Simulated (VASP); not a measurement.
# InSb (I4/mmm) in VASP: a series of runs

InSb is run at these levels: PBEsol; tasks: single point.

Everything below comes from runs of VASP 6.6.1. Logs are shortened: lines on timing, memory, paths and dates and some standing lists are left out, and cuts for length are marked.

### 1 The cell of the first run

It takes space group I4/mmm (No. 139, tetragonal). Conventional cell: a = 4.615 Å, b = 4.615 Å, c = 5.441 Å, α = 90.00°, β = 90.00°, γ = 90.00°. Within 3.6 Å of In (site symmetry 4/mmm) lie 6 Sb at 2.72 to 3.26 Å. Sb (site symmetry 4/mmm) has 6 In at 2.72 to 3.26 Å within 3.6 Å.

### 2 Single point, PBEsol (28.97 Å³/atom)

INCAR reads:

```
PREC = Accurate
ENCUT = 520
EDIFF = 1E-6
ISMEAR = 0
SIGMA = 0.15
LREAL = F
LASPH = T
NELM = 100
ALGO = Normal
ISIF = 2
LWAVE = F
LCHARG = F
GGA = PS
NBANDS = 16
```

KPOINTS reads:

```
Automatic mesh
0
Gamma
  14 14 14
```

POSCAR reads:

```
InSb
1.0
    0.0000000000      3.2634246543      2.7203907918
    3.2634246543      0.0000000000      2.7203907918
    3.2634246543      3.2634246543      0.0000000000
In Sb
1 1
Direct
    0.0000000000      0.0000000000      0.0000000000
    0.5000000000      0.5000000000      0.5000000000
```

Potentials or basis: VASP PAW PBE potentials, release 64 (In_d, Sb).

Command:

```bash
$ cat potpaw_PBE.64/In_d/POTCAR potpaw_PBE.64/Sb/POTCAR > POTCAR
$ mpirun -np 1 vasp_std > vasp.out
```

OUTCAR:

```text
PREC = Accurate
   ENCUT = 520
   EDIFF = 1E-6
   ISMEAR = 0
   LREAL = F
   LASPH = T
   NELM = 100
   ISIF = 2
   GGA = PS

 ion  position               nearest neighbor table
   1  0.000  0.000  0.000-   2 2.72   2 2.72   2 3.26   2 3.26   2 3.26   2 3.26
   2  0.500  0.500  0.500-   1 2.72   1 2.72   1 3.26   1 3.26   1 3.26   1 3.26

  LATTYP: Found a body centered tetragonal cell.
 ALAT       =     4.6151794059
 C/A-ratio  =     1.1788884256

  Lattice vectors:

 A1 = (   0.0000000000,  -3.2634246543,  -2.7203907918)
 A2 = (   0.0000000000,   3.2634246543,  -2.7203907918)
 A3 = (   3.2634246543,   0.0000000000,   2.7203907918)

Analysis of symmetry for initial positions (statically):
=====================================================================
 Subroutine PRICEL returns:
 Original cell was already a primitive cell.

 Routine SETGRP: Setting up the symmetry group for a
 body centered tetragonal supercell.

 Subroutine GETGRP returns: Found 16 space group operations
 (whereof 16 operations were pure point group operations)
 out of a pool of 16 trial point group operations.

The static configuration has the point symmetry D_4h.

Analysis of symmetry for dynamics (positions and initial velocities):
=====================================================================
 Subroutine PRICEL returns:
 Original cell was already a primitive cell.

 Routine SETGRP: Setting up the symmetry group for a
 body centered tetragonal supercell.

 Subroutine GETGRP returns: Found 16 space group operations
 (whereof 16 operations were pure point group operations)
 out of a pool of 16 trial point group operations.

The dynamic configuration has the point symmetry D_4h.

 Subroutine INISYM returns: Found 16 space group operations
 (whereof 16 operations are pure point group operations),
 and found     1 'primitive' translations

----------------------------------------------------------------------------------------

                                     Primitive cell

  volume of cell :      57.9440

  direct lattice vectors                    reciprocal lattice vectors
     0.000000000  3.263424654  2.720390792    -0.153213281  0.153213281  0.183797123
     3.263424654  0.000000000  2.720390792     0.153213281 -0.153213281  0.183797123
     3.263424654  3.263424654  0.000000000     0.153213281  0.153213281 -0.183797123

  length of vectors
     4.248584062  4.248584062  4.615179406     0.284130254  0.284130254  0.284130254

  position of ions in fractional coordinates (direct lattice)
     0.000000000  0.000000000  0.000000000
     0.500000000  0.500000000  0.500000000

  ion indices of the primitive-cell ions
   primitive index   ion index
                 1           1
                 2           2

----------------------------------------------------------------------------------------

 KPOINTS: Automatic mesh

Automatic generation of k-mesh.
 Grid dimensions read from file:
 generate k-points for:   14   14   14

 Generating k-lattice:

  Cartesian coordinates                     Fractional coordinates (reciprocal lattice)
    -0.010943806  0.010943806  0.013128366     0.071428571  0.000000000  0.000000000
     0.010943806 -0.010943806  0.013128366     0.000000000  0.071428571  0.000000000
     0.010943806  0.010943806 -0.013128366     0.000000000  0.000000000  0.071428571

  Length of vectors
     0.020295018  0.020295018  0.020295018

  Shift w.r.t. Gamma in fractional coordinates (k-lattice)
     0.000000000  0.000000000  0.000000000

 Subroutine IBZKPT returns following result:
 ===========================================

 Found    244 irreducible k-points:

 Following reciprocal coordinates:
            Coordinates               Weight
  0.000000  0.000000  0.000000      1.000000
  0.071429  0.000000  0.000000      8.000000
  0.142857  0.000000  0.000000      8.000000
  0.214286  0.000000  0.000000      8.000000
  0.285714  0.000000  0.000000      8.000000
  0.357143 -0.000000  0.000000      8.000000
[... 16 lines left out ...]
  0.214286  0.142857  0.000000      8.000000
  0.285714  0.142857  0.000000      8.000000
 [... further k-points ...]
   k-points           NKPTS =    244   k-points in BZ     NKDIM =    244   number of bands    NBANDS=     16
   number of dos      NEDOS =    301   number of ions     NIONS =      2
   total plane-waves  NPLWV =  36864
   dimension x,y,z NGX =    32 NGY =   32 NGZ =   36
   dimension x,y,z NGXF=    64 NGYF=   64 NGZF=   72
   ions per type =               1   1
   NGX,Y,Z   is equivalent  to a cutoff of  12.52, 12.52, 12.97 a.u.
   NGXF,Y,Z  is equivalent  to a cutoff of  25.04, 25.04, 25.94 a.u.
 SYSTEM =  unknown system
   PREC   = accura    normal or accurate (medium, high low for compatibility)
   ISTART =      0    job   : 0-new  1-cont  2-samecut
   ICHARG =      2    charge: 1-file 2-atom 10-const
   ISPIN  =      1    spin polarized calculation?
   LNONCOLLINEAR =      F non collinear calculations
   LSORBIT =      F    spin-orbit coupling
   LASPH  =      T    aspherical Exc in radial PAW
   ENCUT  =  520.0 eV  38.22 Ry    6.18 a.u.   7.90  7.90  8.58*2*pi/ulx,y,z
   NELM   =    100;   NELMIN=  2; NELMDL= -5     # of ELM steps
   EDIFF  = 0.1E-05   stopping-criterion for ELM
   LREAL  =      F    real-space projection
   EDIFFG = 0.1E-04   stopping-criterion for IOM
   NSW    =      0    number of steps for IOM
   IBRION =     -1    ionic relax: 0-MD 1-quasi-New 2-CG
   NFREE  =      0    steps in history (QN), initial steepest desc. (CG)
   ISIF   =      2    stress and relaxation
   ISYM   =      2    0-nonsym 1-usesym 2-fastsym
   POTIM  = 0.5000    time-step for ionic-motion
   TEBEG  =    0.0;   TEEND  =   0.0 temperature during run
   PSTRESS=    0.0 pullay stress
   NELECT =      18.0000    total number of electrons
   NUPDOWN=      -1.0000    fix difference up-down
   EMIN   =  10.00;   EMAX   =-10.00  energy-range for DOS
   EFERMI =   0.00;   METHOD = LEGACY
   ISMEAR =     0;   SIGMA  =   0.15  broadening in eV -4-tet -1-fermi 0-gaus
   EFERMI_NEDOS =   21; number of points for ismear=-14 and -15
   IALGO  =     38    algorithm
   IMIX   =      4    mixing-type and parameters
     AMIX     =   0.40;   BMIX     =  1.00
     AMIX_MAG =   1.60;   BMIX_MAG =  1.00
  volume/ion in A,a.u.               =      28.97       195.51
  Fermi-wavevector in a.u.,A,eV,Ry     =   1.108739  2.095214 16.725686  1.229303
  Thomas-Fermi vector in A             =   2.245270
   LORBIT       =      0    0 simple, 1 ext, 2 COOP (PROOUT), +10 PAW based schemes
   GGA     = PS    functional components
   LHFCALC =     F    Hartree Fock is set to
   AEXX    =    0.0000 exact exchange contribution
   IVDW    =     0    specifies the selected vdW correction
   LEPSILON=     F    determine dielectric tensor
   LRPA    =     F    only Hartree local field effects (RPA)
 non-spin polarized calculation
 Gauss-broadening in eV      SIGMA  =   0.15
  energy-cutoff  :      520.00
  volume of cell :       57.94
 maximum number of plane-waves:      1584
   NGX = 15   NGY = 15   NGZ = 17

 number of electron      17.9999999 magnetization

 Free energy of the ion-electron system (eV)
  ---------------------------------------------------
  ext. energy  EPLUGINS =         0.00000000
  ---------------------------------------------------
  free energy    TOTEN  =        -7.12226485 eV

  energy without entropy =       -7.10673564  energy(sigma->0) =       -7.11450025

 E-fermi :   6.4547     XC(G=0):  -9.8288

 val. band max:        6.4526653629   @ k =   0.5000   0.1429   0.0714
 cond. band min:       6.4587662228   @ k =   0.4286   0.1429   0.0714
 fundamental gap:      0.0061008599
 Fermi energy:         6.4546839889

 k-point     1 :       0.0000    0.0000    0.0000
  band No.  band energies     occupation
      1      -8.1551      2.00000
      2      -8.0071      2.00000
      3      -8.0071      2.00000
      4      -7.9685      2.00000
      5      -7.9283      2.00000
      6      -4.5476      2.00000
[... 8 lines left out ...]
     15      13.4908      0.00000
     16      13.8465      0.00000

 k-point     2 :       0.0714    0.0000    0.0000
  band No.  band energies     occupation
      1      -8.1557      2.00000
      2      -8.0065      2.00000
      3      -8.0062      2.00000
      4      -7.9683      2.00000
      5      -7.9284      2.00000
      6      -4.4966      2.00000
[... 8 lines left out ...]
     15      13.2745      0.00000
     16      14.1849      0.00000

 k-point     3 :       0.1429    0.0000    0.0000
  band No.  band energies     occupation
      1      -8.1575      2.00000
      2      -8.0049      2.00000
      3      -8.0046      2.00000
      4      -7.9668      2.00000
      5      -7.9286      2.00000
      6      -4.3444      2.00000
[... 8 lines left out ...]
     15      13.3422      0.00000
     16      14.7975      0.00000

 k-point     4 :       0.2143    0.0000    0.0000
  band No.  band energies     occupation
      1      -8.1605      2.00000
      2      -8.0046      2.00000
      3      -8.0029      2.00000
      4      -7.9624      2.00000
      5      -7.9286      2.00000
      6      -4.0952      2.00000
[... 8 lines left out ...]
     15      13.8608      0.00000
     16      14.1925      0.00000
[... 324 lines left out ...]
 k-point    22 :       0.1429    0.1429    0.0000
  band No.  band energies     occupation
      1      -8.1516      2.00000
      2      -8.0019      2.00000
      3      -8.0019      2.00000
      4      -7.9618      2.00000
      5      -7.9338      2.00000
      6      -4.2202      2.00000
[... 8 lines left out ...]
     15      14.1551      0.00000
     16      14.4480      0.00000

 k-point    23 :       0.2143    0.1429    0.0000
  band No.  band energies     occupation
      1      -8.1567      2.00000
      2      -7.9994      2.00000
      3      -7.9986      2.00000
      4      -7.9577      2.00000
      5      -7.9359      2.00000
      6      -3.9974      2.00000
[... 8 lines left out ...]
     15      14.5705      0.00000
     16      14.9158      0.00000

 k-point    24 :       0.2857    0.1429    0.0000
  band No.  band energies     occupation
      1      -8.1663      2.00000
      2      -7.9986      2.00000
      3      -7.9953      2.00000
      4      -7.9516      2.00000
      5      -7.9370      2.00000
      6      -3.6765      2.00000
[... 8 lines left out ...]
     15      15.4238      0.00000
     16      15.5340      0.00000

 [... further k-points ...]

------------------------ aborting loop because EDIFF is reached ----------------------------------------

  FORCE on cell =-STRESS in cart. coord.  units (eV):
  Direction    XX          YY          ZZ          XY          YZ          ZX
  --------------------------------------------------------------------------------------
  -------------------------------------------------------------------------------------
  Total       -1.9028164     -1.9028164      5.3997938      0.0000000     -0.0000000      0.0000000
  in kB      -52.6137187    -52.6137187    149.3066968      0.0000000     -0.0000000      0.0000000
  external PRESSURE =      14.6930864 kB  Pullay stress =       0.0000000 kB

 VOLUME and BASIS-vectors are now :
 -----------------------------------------------------------------------------
  energy-cutoff  :      520.00
  volume of cell :       57.94
      direct lattice vectors                 reciprocal lattice vectors
     0.000000000  3.263424654  2.720390792    -0.153213281  0.153213281  0.183797123
     3.263424654  0.000000000  2.720390792     0.153213281 -0.153213281  0.183797123
     3.263424654  3.263424654  0.000000000     0.153213281  0.153213281 -0.183797123

 POSITION                                       TOTAL-FORCE (eV/Angst)
 -----------------------------------------------------------------------------------
      0.00000      0.00000      0.00000         0.000000      0.000000      0.000000
      3.26342      3.26342      2.72039        -0.000000      0.000000      0.000000
 -----------------------------------------------------------------------------------
    total drift:                                0.000000     -0.000000     -0.000000

  FREE ENERGIE OF THE ION-ELECTRON SYSTEM (eV)
  ---------------------------------------------------
  free  energy   TOTEN  =        -7.1222648535 eV

  energy  without entropy=       -7.1067356424  energy(sigma->0) =       -7.11450025
```

Wall time 81 s (1 thread of Intel Xeon Platinum 8488C (Sapphire Rapids), shared host); peak memory 0.37 GiB.

What came out:

```yaml
Free_energy: -7.1223 eV
Pressure: 1.5 GPa
Band_gap_on_the_k_mesh: zero (bands 9 and 10 overlap by 3.27 eV)
```

Caveat: the stress differs along the axes, from -5 to 15 GPa; the PAW data sets were made with another functional, which shifts forces and pressure a little; spin-orbit coupling is left out, which moves the levels of the heavy elements.

### 3 Single point, PBEsol (28.97 Å³/atom)

INCAR reads:

```
SYSTEM = InSb
ALGO = Normal
EDIFF = 1E-6
ENCUT = 520
GGA = PS
ISIF = 2
ISMEAR = 0
LASPH = .True.
LCHARG = .False.
LREAL = .False.
LWAVE = .False.
NBANDS = 16
NELM = 100
PREC = Accurate
SIGMA = 0.15
```

KPOINTS reads:

```
k-points
0
Gamma
  14 14 14
  0 0 0
```

POSCAR reads:

```
InSb
1.0
    0.0000000000      3.0098846071      3.1980023950
    3.0098846071      0.0000000000      3.1980023950
    3.0098846071      3.0098846071      0.0000000000
In Sb
1 1
Direct
    0.0000000000      0.0000000000      0.0000000000
    0.5000000000      0.5000000000      0.5000000000
```

Potentials or basis: VASP PAW PBE potentials, release 64 (In_d, Sb).

Command:

```bash
$ cat potpaw_PBE.64/In_d/POTCAR potpaw_PBE.64/Sb/POTCAR > POTCAR
$ mpirun -np 1 vasp_std > vasp.out
```

Wall time 90 s (1 thread of Intel Xeon Platinum 8488C (Sapphire Rapids), shared host); peak memory 0.37 GiB.

The run converged. Its results:

* Free energy: -7.4862 eV
* Pressure: -2.2 GPa
* Band gap on the k mesh: zero (bands 9 and 10 overlap by 2.58 eV)

Stress tensor (GPa, compression positive):
```
-0.95  0.00  0.00
 0.00 -0.95  0.00
 0.00  0.00 -4.77
```

Levels at points of the mesh, in eV from the Fermi level:
| k point | band 6 | band 7 | band 8 | band 9 | band 10 | band 11 | band 12 | band 13 |
| --- | --- | --- | --- | --- | --- | --- | --- | --- |
| (0.00, 0.00, 0.00) | -10.94 | -0.52 | -0.24 | -0.24 | 0.35 | 4.97 | 5.93 | 6.30 |
| (0.50, 0.00, 0.00) | -9.16 | -6.41 | 0.15 | 0.50 | 1.87 | 2.55 | 2.65 | 3.27 |
| (0.50, 0.50, 0.00) | -8.82 | -4.38 | -2.96 | -1.95 | -1.95 | 3.37 | 8.37 | 8.37 |
| (0.50, 0.00, 0.50) | -8.30 | -4.42 | -3.53 | -2.50 | -1.84 | 3.14 | 7.22 | 9.03 |

Caveat: the PAW data sets were made with another functional, which shifts forces and pressure a little; spin-orbit coupling is left out, which moves the levels of the heavy elements.

### 4 Single point, PBEsol (28.97 Å³/atom)

INCAR reads:

```
SYSTEM = InSb
PREC = Accurate ; ENCUT = 520
EDIFF = 1E-6 ; ISMEAR = 0
SIGMA = 0.15 ; LREAL = .False.
LASPH = .True. ; NELM = 100
ALGO = Normal ; ISIF = 2
LWAVE = .False. ; LCHARG = .True.
GGA = PS ; LELF = .True.
LVHAR = .True. ; NBANDS = 16
```

KPOINTS reads:

```
Automatic mesh
0
Gamma
  14 14 14
  0 0 0
```

POSCAR reads:

```
InSb
1.0
    0.0000000000      2.8905512450      3.4675052735
    2.8905512450      0.0000000000      3.4675052735
    2.8905512450      2.8905512450      0.0000000000
In Sb
1 1
Direct
    0.0000000000      0.0000000000      0.0000000000
    0.5000000000      0.5000000000      0.5000000000
```

Command:

```bash
$ cat potpaw_PBE.64/In_d/POTCAR potpaw_PBE.64/Sb/POTCAR > POTCAR
$ mpirun -np 1 vasp_std > vasp.out
```

It took 93 s on 1 thread of Intel Xeon Platinum 8488C (Sapphire Rapids), shared host; peak memory 0.37 GiB.

It converged, with:

```yaml
Free_energy: -7.2762 eV
Pressure: 0.6 GPa
Band_gap_on_the_k_mesh: zero (bands 9 and 10 overlap by 2.61 eV)
```

Stress tensor (GPa, compression positive):
```
 4.08  0.00  0.00
 0.00  4.08  0.00
 0.00  0.00 -6.43
```

Levels at points of the mesh, in eV from the Fermi level:
| k point | band 5 | band 6 | band 7 | band 8 | band 9 | band 10 | band 11 | band 12 | band 13 | band 14 |
| --- | --- | --- | --- | --- | --- | --- | --- | --- | --- | --- |
| (0.00, 0.00, 0.00) | -14.39 | -11.05 | -0.60 | -0.60 | -0.29 | 0.69 | 3.65 | 5.56 | 6.19 | 6.72 |
| (0.50, 0.00, 0.00) | -14.37 | -9.29 | -6.58 | -0.28 | 0.84 | 1.24 | 3.02 | 3.07 | 3.79 | 9.61 |
| (0.50, 0.50, 0.00) | -14.36 | -9.58 | -4.34 | -2.01 | -1.70 | -1.70 | 3.71 | 8.47 | 8.85 | 8.85 |
| (0.50, 0.00, 0.50) | -14.35 | -8.02 | -4.54 | -3.76 | -3.29 | -1.33 | 3.13 | 5.62 | 9.35 | 9.97 |

Caveat: the stress differs along the axes, from -6 to 4 GPa; the PAW data sets were made with another functional, which shifts forces and pressure a little; spin-orbit coupling is left out, which moves the levels of the heavy elements.

[end of part 1 of 2]

The gap in the log of VASP goes by the Fermi energy; the results here count the filled bands.